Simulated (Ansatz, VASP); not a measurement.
# Cs in VASP and in Ansatz

```
Cs
1.0
     3.62700    0.00000    0.00000
     0.00000    3.62700    0.00000
     0.00000    0.00000    3.62700
Cs
1
Direct
  0.00000 0.00000 0.00000
```

Alike in both runs: task single point; functional RPBE; k mesh 8 × 8 × 8; occupations fermi-dirac, width 0.08 eV; no spin polarisation.

```csv
,VASP,Ansatz
version,VASP 6.6.1,Ansatz 0.2.0
potentials or method,"VASP PAW PBE potentials, release 64 (Cs_sv), cutoff 520 eV","all-electron LAPW, scalar-relativistic"
```

Ansatz gave:

```
gap on the k mesh at the Fermi level (eV) : none
pressure (GPa)                            : 5.6
```

Problem. Estimate VASP's values.

Solution. gap on the k mesh at the Fermi level (eV): none; pressure (GPa): 5.7.

VASP's potentials were made for PBE, not for RPBE. A gap of «none» marks a metal or a gap that the smearing closes. Ansatz ran all-electron here, and VASP with PAW potentials.

Neither program's run includes spin-orbit coupling.
